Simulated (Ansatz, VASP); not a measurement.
## Two plane-wave programs on Sn

File INCAR:

```
ALGO = Fast
EDIFF = 1E-7
ENCUT = 520
GGA = PS
ISIF = 2
ISMEAR = 0
IVDW = 12
LASPH = True
LCHARG = False
LREAL = False
LWAVE = False
NBANDS = 13
NELM = 80
PREC = Accurate
SIGMA = 0.15
```

Contents of KPOINTS:

```
k-points
0
Gamma
  20 20 20
```

File POSCAR:

```
Sn
1.0
   -2.0001217658      2.0001217658      1.7001035009
    2.0001217658     -2.0001217658      1.7001035009
    2.0001217658      2.0001217658     -1.7001035009
Sn
1
Direct
    0.0000000000      0.0000000000      0.0000000000
```

Input for Ansatz:

```yaml
crystal:
  lattice:
    - [-2.0001217658, 2.0001217658, 1.7001035009]
    - [2.0001217658, -2.0001217658, 1.7001035009]
    - [2.0001217658, 2.0001217658, -1.7001035009]
  atoms:
    - { symbol: Sn, position: [0.0, 0.0, 0.0] }
basis:
  ecutwfc: 420
kpoints:
  mp_grid: { grid: [20, 20, 20] }
hamiltonian:
  xc: pbesol
  dispersion: d3bj
scf:
  occupations: { method: gaussian, width: 0.15 }
output:
  forces: true
  stress: true
  eigenvalues: true
```

Alike in both runs: task single point; functional PBEsol; dispersion D3(BJ); k mesh 20 × 20 × 20; occupations gaussian, width 0.15 eV; no spin polarisation.

|  | VASP | Ansatz |
| --- | --- | --- |
| version | VASP 6.6.1 | Ansatz 0.2.0 |
| potentials or method | VASP PAW PBE potentials, release 64 (Sn_d), cutoff 520 eV | scalar-relativistic, plane waves, PAW |
| valence electrons in the cell | 14 | 14 |

```csv
,VASP,Ansatz,Ansatz less VASP
gap on the k mesh at the Fermi level (eV),none,none,-
pressure (GPa),-4.2,-4.1,+0.06
"traceless stress, the component that is largest in VASP (GPa)",0.20,0.20,+0.004
```

VASP's potentials were made for PBE, not for PBEsol. A gap of «none» marks a metal or a gap that the smearing closes.
